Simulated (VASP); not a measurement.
Runs of VASP 6.6.1 on MnO2. The structure is that of space group Fd-3m (No. 227), or close to it. The cells are those of the table. 

| level | spin | fixed moment (μB) | cell | k mesh | gap on the mesh (eV) | pressure (GPa) | moment (μB) | largest force (eV/Å) |
| --- | --- | --- | --- | --- | --- | --- | --- | --- |
| PBEsol+D3(BJ) | collinear, ferromagnetic start | - | a = 5.685 Å, angles 60.0°, 12 atoms | 6 × 6 × 6 | 0.37 | (c) | (a) | 0.06 |
| PBEsol | off | - | a = 5.685 Å, angles 60.0°, 12 atoms | 6 × 6 × 6 | (b) | -11.3 | - | 0.80 |
| PBEsol | collinear, ferromagnetic start | 20.0 | a = 5.685 Å, angles 60.0°, 12 atoms | 5 × 5 × 5 | - | 32.5 | 20.00 | 1.26 |
| PBEsol+D4 | collinear, ferromagnetic start | - | a = 5.639 Å, angles 60.0°, 12 atoms | 6 × 6 × 6 | 0.28 | 1.0 | 11.99 | 0.09 |
| PBEsol | collinear, ferromagnetic start | 24.0 | a = 5.685 Å, angles 60.0°, 12 atoms | 5 × 5 × 5 | - | 53.6 | 24.00 | 2.41 |

Alike in all rows: task single point; potentials or basis VASP PAW PBE potentials, release 64 (Mn_pv, O); cutoff (eV) 520; smearing fermi-dirac 0.05 eV.

Task: Fill in the values left out.

Result: (a) 12.00; (b) none; (c) -2.9.

Caveats: the PAW data sets were made with another functional, which shifts forces and pressure a little; the cell stands under pressure (at least some runs); the total moment is fixed, so each spin has its own Fermi level (at least some runs); three body term missing (at least some runs); the cell stands under tension (at least some runs); semilocal functionals often make such compounds metallic where correlation or magnetic order opens a gap, which also shifts bond lengths (at least some runs).

A k mesh can miss the band edges.
